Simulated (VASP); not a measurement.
# MgO (P6_3/mmc) in VASP: further runs, part 2 of 2

VASP 6.6.1.

## 5. Single point, PBE (volume 11.381 Å^3 an atom, c/a of the conventional cell 1.1848)

File INCAR:

```
ALGO = Normal
EDIFF = 1E-7
ENCUT = 520
GGA = PE
ISIF = 2
ISMEAR = 0
LASPH = True
LCHARG = False
LREAL = False
LWAVE = False
NBANDS = 16
NELM = 60
PREC = Accurate
SIGMA = 0.05
```

File KPOINTS:

```
k-points
0
Gamma
  9 9 6
```

File POSCAR:

```
MgO
1.0
    3.5401572825      0.0000000000      0.0000000000
   -1.7700786413      3.0658661401      0.0000000000
    0.0000000000      0.0000000000      4.1943783484
Mg O
2 2
Direct
    0.6666666667      0.3333333333      0.7500000000
    0.3333333333      0.6666666667      0.2500000000
    0.6666666667      0.3333333333      0.2500000000
    0.3333333333      0.6666666667      0.7500000000
```

Potentials or basis: VASP PAW PBE potentials, release 64 (Mg, O).

Command:

```console
> cat potpaw_PBE.64/Mg/POTCAR potpaw_PBE.64/O/POTCAR > POTCAR
> mpirun -np 1 vasp_std > vasp.out
```

OUTCAR:

```text
EDIFF = 1E-7
   ENCUT = 520
   GGA = PE
   ISIF = 2
   ISMEAR = 0
   LASPH = True
   LREAL = False
   NELM = 60
   PREC = Accurate

 ion  position               nearest neighbor table
   1  0.667  0.333  0.750-   4 2.04   4 2.04   4 2.04   3 2.10   3 2.10   2 2.93   2 2.93   2 2.93
                             2 2.93   2 2.93   2 2.93
   2  0.333  0.667  0.250-   3 2.04   3 2.04   3 2.04   4 2.10   4 2.10   1 2.93   1 2.93   1 2.93
                             1 2.93   1 2.93   1 2.93
   3  0.667  0.333  0.250-   2 2.04   2 2.04   2 2.04   1 2.10   1 2.10
   4  0.333  0.667  0.750-   1 2.04   1 2.04   1 2.04   2 2.10   2 2.10

  LATTYP: Found a hexagonal cell.
 ALAT       =     3.5401572825
 C/A-ratio  =     1.1848000000

  Lattice vectors:

 A1 = (   3.5401572825,   0.0000000000,   0.0000000000)
 A2 = (  -1.7700786413,   3.0658661401,   0.0000000000)
 A3 = (   0.0000000000,   0.0000000000,   4.1943783484)

Analysis of symmetry for initial positions (statically):
=====================================================================
 Subroutine PRICEL returns:
 Original cell was already a primitive cell.
[... 173 lines left out ...]
  free energy    TOTEN  =       -23.67186670 eV

  energy without entropy =      -23.67186670  energy(sigma->0) =      -23.67186670

 E-fermi :   2.0747     XC(G=0):  -9.9187

 val. band max:        1.7621965159   @ k =   0.0000   0.0000   0.0000
 cond. band min:       5.0426477166   @ k =   0.0000   0.0000   0.0000
 fundamental gap:      3.2804512008
 Fermi energy:         2.0746712807

 k-point     1 :       0.0000    0.0000    0.0000
  band No.  band energies     occupation
      1     -15.0112      2.00000
      2     -13.6811      2.00000
      3      -1.7190      2.00000
      4       0.0917      2.00000
      5       0.0917      2.00000
      6       1.0318      2.00000
[... 433 lines left out ...]
      3      -1.5953      2.00000
      4      -0.9523      2.00000
      5      -0.9523      2.00000
      6       0.6520      2.00000
[... 8 lines left out ...]
     15      15.7485      0.00000
     16      17.9207      0.00000

 [... further k-points ...]
[... 5 lines left out ...]
  --------------------------------------------------------------------------------------
  -------------------------------------------------------------------------------------
  Total       -0.3520464     -0.3520464      0.3214294      0.0000000      0.0000000     -0.0000000
  in kB      -12.3898805    -12.3898805     11.3123488      0.0000000      0.0000000     -0.0000000
  external PRESSURE =      -4.4891374 kB  Pullay stress =       0.0000000 kB

 VOLUME and BASIS-vectors are now :
 -----------------------------------------------------------------------------
  energy-cutoff  :      520.00
  volume of cell :       45.52
      direct lattice vectors                 reciprocal lattice vectors
     3.540157283  0.000000000  0.000000000     0.282473325  0.163086050  0.000000000
    -1.770078641  3.065866140  0.000000000     0.000000000  0.326172101  0.000000000
     0.000000000  0.000000000  4.194378348     0.000000000  0.000000000  0.238414353

 POSITION                                       TOTAL-FORCE (eV/Angst)
 -----------------------------------------------------------------------------------
      1.77008      1.02196      3.14578        -0.000000      0.000000     -0.000000
     -0.00000      2.04391      1.04859         0.000000      0.000000     -0.000000
      1.77008      1.02196      1.04859        -0.000000      0.000000      0.000000
     -0.00000      2.04391      3.14578         0.000000     -0.000000      0.000000
 -----------------------------------------------------------------------------------
    total drift:                               -0.000000      0.000000     -0.000000

  FREE ENERGIE OF THE ION-ELECTRON SYSTEM (eV)
  ---------------------------------------------------
  free  energy   TOTEN  =       -23.6718666964 eV

  energy  without entropy=      -23.6718666964  energy(sigma->0) =      -23.67186670
```

OSZICAR:

```text
N       E                     dE             d eps       ncg     rms          rms(c)
DAV:   1     0.609905205857E+02    0.60991E+02   -0.75886E+03  1544   0.891E+02
DAV:   2    -0.234315116601E+02   -0.84422E+02   -0.77740E+02  2176   0.194E+02
DAV:   3    -0.276386916910E+02   -0.42072E+01   -0.41943E+01  1752   0.446E+01
DAV:   4    -0.276566566469E+02   -0.17965E-01   -0.17965E-01  1872   0.341E+00
DAV:   5    -0.276567470889E+02   -0.90442E-04   -0.90442E-04  1752   0.233E-01    0.112E+01
DAV:   6    -0.237430651358E+02    0.39137E+01   -0.10506E+01  1624   0.249E+01    0.363E+00
DAV:   7    -0.236905720800E+02    0.52493E-01   -0.15479E-01  1560   0.320E+00    0.213E+00
DAV:   8    -0.236738794189E+02    0.16693E-01   -0.10132E-01  1616   0.337E+00    0.542E-01
DAV:   9    -0.236709096639E+02    0.29698E-02   -0.80708E-03  1904   0.802E-01    0.116E-01
DAV:  10    -0.236718461476E+02   -0.93648E-03   -0.89663E-04  1544   0.218E-01    0.366E-02
DAV:  11    -0.236718680169E+02   -0.21869E-04   -0.30164E-05  1664   0.430E-02    0.221E-02
DAV:  12    -0.236718673951E+02    0.62176E-06   -0.99454E-06  1560   0.243E-02    0.667E-03
DAV:  13    -0.236718667006E+02    0.69447E-06   -0.23978E-06  1776   0.119E-02    0.602E-04
DAV:  14    -0.236718666964E+02    0.42490E-08   -0.53383E-08   976   0.208E-03
   1 F= -.23671867E+02 E0= -.23671867E+02  d E =-.633681E-21
```

It took 34 s on 1 thread of Intel Xeon 6975P-C, shared host; peak memory 0.18 GiB.

Results:

* Free energy: -23.6719 eV
* Pressure: -0.4 GPa
* Band gap on the k mesh: 3.28 eV, direct

Stress tensor (GPa, compression positive):
```
-1.24  0.00  0.00
 0.00 -1.24  0.00
 0.00  0.00  1.13
```

## 6. Single point, PBE (volume 11.381 Å^3 an atom, c/a of the conventional cell 1.2234)

File INCAR:

```
SYSTEM = MgO
  ALGO = Normal
  EDIFF = 1E-6
  ENCUT = 520
  GGA = PE
  ISIF = 2
  ISMEAR = 0
  LASPH = .TRUE.
  LCHARG = .TRUE.
  LELF = .TRUE.
  LREAL = .FALSE.
  LVHAR = .TRUE.
  LWAVE = .FALSE.
  NBANDS = 16
  NELM = 100
  PREC = Accurate
  SIGMA = 0.05
```

File KPOINTS:

```
k-points
0
G
  9 9 6
  0 0 0
```

File POSCAR:

```
MgO
1.0
    3.5025263707      0.0000000000      0.0000000000
   -1.7512631854      3.0332768144      0.0000000000
    0.0000000000      0.0000000000      4.2849907619
Mg O
2 2
Direct
    0.6666666667      0.3333333333      0.7500000000
    0.3333333333      0.6666666667      0.2500000000
    0.6666666667      0.3333333333      0.2500000000
    0.3333333333      0.6666666667      0.7500000000
```

Potentials or basis: VASP PAW PBE potentials, release 64 (Mg, O).

Command:

```console
> cat potpaw_PBE.64/Mg/POTCAR potpaw_PBE.64/O/POTCAR > POTCAR
> mpirun -np 1 vasp_std > vasp.out
```

Wall time 31 s (1 thread of Intel Xeon 6975P-C, shared host); peak memory 0.18 GiB.

It converged, with:

| Property | Result |
| --- | --- |
| Free energy | -23.6710 eV |
| Pressure | -0.6 GPa |
| Band gap on the k mesh | 3.24 eV, direct |

Stress tensor (GPa, compression positive):
```
 0.28  0.00  0.00
 0.00  0.28  0.00
 0.00  0.00 -2.27
```

Levels at points of the mesh, in eV from the valence-band top:
| k point | band 4 | band 5 | band 6 | band 7 | band 8 | band 9 | band 10 | band 11 | band 12 | band 13 |
| --- | --- | --- | --- | --- | --- | --- | --- | --- | --- | --- |
| (0.00, 0.00, 0.00) | -1.67 | -1.67 | -0.81 | -0.81 | 0.00 | 3.24 | 9.11 | 11.77 | 12.42 | 12.42 |
| (0.00, 0.00, 0.50) | -2.38 | -1.26 | -1.26 | -1.26 | -1.26 | 6.24 | 6.24 | 12.78 | 12.78 | 12.78 |

## 7. Summary

```tsv
cell	gap on the mesh (eV)	pressure (GPa)
a = 3.410, b = 3.410, c = 4.377 Å, angles 90.0, 90.0, 120.0°, 4 atoms	3.35	4.5
a = 3.559, b = 3.559, c = 4.018 Å, angles 90.0, 90.0, 120.0°, 4 atoms	3.50	5.2
a = 3.617, b = 3.617, c = 4.019 Å, angles 90.0, 90.0, 120.0°, 4 atoms	3.37	1.5
a = 3.540, b = 3.540, c = 4.194 Å, angles 90.0, 90.0, 120.0°, 4 atoms	3.28	-0.4
a = 3.503, b = 3.503, c = 4.285 Å, angles 90.0, 90.0, 120.0°, 4 atoms	3.24	-0.6
```

Alike in all rows: task single point; level PBE; potentials or basis VASP PAW PBE potentials, release 64 (Mg, O); no spin polarisation; k mesh 9 × 9 × 6; cutoff (eV) 520; smearing gaussian 0.05 eV.

Total energies depend on the potentials used, so only differences within one code and one set of settings carry meaning.
